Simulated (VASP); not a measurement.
Wanted: the native input for a VASP 6.6.1 run.

```yaml
Task: single point
Functional: r2SCAN
Potentials_or_basis: VASP PAW PBE potentials, release 64 (Zn, Se)
Cutoff: 550 eV
k_mesh: 6 × 6 × 6
Occupations: gaussian, width 0.1 eV
Spin: no spin polarisation
Dipole_correction: no
Further_INCAR_settings: ALGO = Normal; EDIFF = 1e-06; NBANDS = 16
```

The system is ZnSe.

```xyz
2
Lattice="0.0000 2.8338 2.8338 2.8338 0.0000 2.8338 2.8338 2.8338 0.0000" Properties=species:S:1:pos:R:3 pbc="T T T"
Zn    0.0000    0.0000    0.0000
Se    1.4169    1.4169    1.4169
```

One way to write it, as run:

POSCAR

```
ZnSe
1.0
    0.0000000000      2.8338000000      2.8338000000
    2.8338000000      0.0000000000      2.8338000000
    2.8338000000      2.8338000000      0.0000000000
Zn Se
1 1
Direct
    0.0000000000      0.0000000000      0.0000000000
    0.2500000000      0.2500000000      0.2500000000
```

INCAR.step1

```
SYSTEM = ZnSe
PREC     = Accurate       ! precision mode
ENCUT    = 550            ! plane-wave cutoff, eV
ISMEAR   = 0              ! smearing method
SIGMA    = 0.1            ! smearing width, eV
LREAL    = .FALSE.        ! projectors in reciprocal space
LASPH    = .TRUE.         ! aspherical terms in the spheres
NELM     = 120            ! most SCF steps
NBANDS   = 16             ! bands
GGA      = PE             ! functional
ALGO     = Normal         ! electronic algorithm
EDIFF    = 1E-5           ! SCF threshold, eV
LWAVE    = .TRUE.         ! write WAVECAR
LCHARG   = .FALSE.        ! write CHGCAR
GGA_COMPAT= .FALSE.
```

INCAR.step2

```
SYSTEM = ZnSe
PREC     = Accurate       ! precision mode
ENCUT    = 550            ! plane-wave cutoff, eV
EDIFF    = 1E-6           ! SCF threshold, eV
ISMEAR   = 0              ! smearing method
SIGMA    = 0.1            ! smearing width, eV
LREAL    = .FALSE.        ! projectors in reciprocal space
LASPH    = .TRUE.         ! aspherical terms in the spheres
NELM     = 120            ! most SCF steps
ALGO     = Normal         ! electronic algorithm
ISIF     = 2              ! what is computed and relaxed
LWAVE    = .FALSE.        ! write WAVECAR
LCHARG   = .TRUE.         ! write CHGCAR
METAGGA  = R2SCAN         ! meta-GGA
LMIXTAU  = .TRUE.       
LELF     = .TRUE.         ! ELF
LVHAR    = .TRUE.       
NBANDS   = 16             ! bands
ISTART   = 1            
GGA_COMPAT= .FALSE.
```

KPOINTS

```
Automatic mesh
0
G
  6 6 6
  0 0 0
```

Potentials or basis: VASP PAW PBE potentials, release 64 (Zn, Se).

Launch:

```bash
$ cat potpaw_PBE.64/Zn/POTCAR potpaw_PBE.64/Se/POTCAR > POTCAR
$ cp INCAR.step1 INCAR
$ mpirun -np 1 vasp_std > vasp.out
$ cp INCAR.step2 INCAR
$ mpirun -np 1 vasp_std > vasp.out
```

Results of the run:

The pressure is 0.0 GPa and the band gap on the k mesh is 1.87 eV.

Caveat: the PAW data sets were made with another functional, which shifts forces and pressure a little.

Run time: 110 s on 1 thread of Intel Xeon 8259CL, with other jobs on the host, peak memory 0.19 GiB.
